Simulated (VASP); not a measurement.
Runs of VASP 6.6.1 on Nb. The structure is that of space group Fm-3m (No. 225), or close to it. The cells are those of the table. 

```tsv
task	cell	k mesh	gap on the mesh (eV)	pressure (GPa)	relaxed volume (Å³/atom)
relaxation of cell and atoms	relaxed from a = 3.036 Å, angles 122.4, 122.4, 85.8°, 1 atom	8 × 8 × 8	none	-0.2	17.81
single point	a = 3.005 Å, angles 60.0°, 1 atom	8 × 8 × 8	none	(a)	-
single point	a = 2.945 Å, angles 60.0°, 1 atom	8 × 8 × 8	none	-0.2	-
relaxation of cell and atoms	relaxed from a = 3.005 Å, angles 60.0°, 1 atom	8 × 8 × 8	none	-0.3	18.09
single point	a = 3.036 Å, angles 122.4, 122.4, 85.8°, 1 atom	8 × 8 × 8	none	(b)	-
single point	a = 2.949 Å, angles 60.0°, 1 atom	22 × 22 × 22	none	-0.4	-
```

Alike in all rows: level PBEsol; potentials or basis VASP PAW PBE potentials, release 64 (Nb_sv); no spin polarisation; cutoff (eV) 500; smearing gaussian 0.1 eV.

Q: Estimate the missing entries.

A: (a) -9.7; (b) -8.8.

Caveats: some runs use coarse meshes; the PAW data sets were made with another functional, which shifts forces and pressure a little.

A k mesh can miss the band edges, and the runs leave out spin-orbit coupling on Nb.

A gap of «none» marks levels without a gap at the run's occupations.
